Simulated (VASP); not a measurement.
Sn:

```
Sn
1.0
    -2.02919    2.02919    1.66076
     2.02919   -2.02919    1.66076
     2.02919    2.02919   -1.66076
Sn
1
Direct
  0.00000 0.00000 0.00000
```

```yaml
Program: VASP 6.6.1
Task: relaxation of cell and atoms
Functional: PBE
Dispersion: D3(BJ)
Potentials_or_basis: VASP PAW PBE potentials, release 64 (Sn_d)
Cutoff: 600 eV
k_mesh: 10 × 10 × 10
Occupations: fermi-dirac, width 0.05 eV
Spin: no spin polarisation
```

At the start: pressure -1.3 GPa; volume 27.35 Å³/atom.

**Question.** Where does the relaxation end?

**Answer.** Over 8 steps the energy falls by 5.0 meV/atom and the volume is 26.54 Å³/atom (-3.0 %); space group I4/mmm (No. 139, to 0.05 Å).

Step by step:
```
step  energy change (eV)  largest force (eV/Å)  pressure (GPa)  volume (Å³)
   1              0.0000                0.0000           -1.32        27.35
   2             -0.0047                0.0000            0.18        26.47
   3             -0.0047                0.0000            0.08        26.49
   4             -0.0049                0.0000            0.04        26.53
   5             -0.0049                0.0000           -0.05        26.55
   6             -0.0050                0.0000           -0.07        26.54
   7             -0.0050                0.0000           -0.05        26.54
   8             -0.0050                0.0000           -0.02        26.54
```

Final structure:
```xyz
1
Lattice="-1.9977 1.9977 1.6625 1.9977 -1.9977 1.6625 1.9977 1.9977 -1.6625" Properties=species:S:1:pos:R:3 pbc="T T T"
Sn    0.0000    0.0000    0.0000
```

Caveat: pairwise dispersion overbinds metals, which lowers pressure and volume.
